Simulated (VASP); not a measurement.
Runs of VASP 6.6.1 on Ag. The structure is that of space group P6_3/mmc (No. 194), or close to it. The cells are those of the table. 

| task | cell | cutoff (eV) | gap on the mesh (eV) | pressure (GPa) |
| --- | --- | --- | --- | --- |
| single point | a = 2.744, b = 2.744, c = 4.531 Å, angles 90.0, 90.0, 120.0°, 2 atoms | 520 | none | 19.5 |
| relaxation of cell and atoms | relaxed to 60 GPa from a = 2.930, b = 2.930, c = 4.790 Å, angles 90.0, 90.0, 120.0°, 2 atoms | 600 | none | 60.0 |
| relaxation of cell and atoms | relaxed to 40 GPa from a = 2.930, b = 2.930, c = 4.790 Å, angles 90.0, 90.0, 120.0°, 2 atoms | 600 | none | 40.0 |
| relaxation of cell and atoms | relaxed from a = 2.930, b = 2.930, c = 4.790 Å, angles 90.0, 90.0, 120.0°, 2 atoms | 600 | none | 0.2 |
| relaxation of cell and atoms | relaxed to 20 GPa from a = 2.930, b = 2.930, c = 4.790 Å, angles 90.0, 90.0, 120.0°, 2 atoms | 600 | none | 20.1 |
| single point | a = 2.629, b = 2.629, c = 4.336 Å, angles 90.0, 90.0, 120.0°, 2 atoms | 520 | none | 59.3 |
| single point | a = 2.853, b = 2.853, c = 4.721 Å, angles 90.0, 90.0, 120.0°, 2 atoms | 520 | none | (a) |
| single point | a = 2.677, b = 2.677, c = 4.418 Å, angles 90.0, 90.0, 120.0°, 2 atoms | 520 | none | 39.4 |

Alike in all rows: level PBEsol; potentials or basis VASP PAW PBE potentials, release 64 (Ag); no spin polarisation; k mesh 9 × 9 × 5; smearing fermi-dirac 0.1 eV.

Problem. Fill in the values left out.

Solution. (a) -0.2.

Caveats: the PAW data sets were made with another functional, which shifts forces and pressure a little; the cell is relaxed towards a set pressure, so the enthalpy falls and the energy may rise (some runs).

A k mesh can miss the band edges, and the runs leave out spin-orbit coupling on Ag.

A gap of «none» marks levels without a gap at the run's occupations.
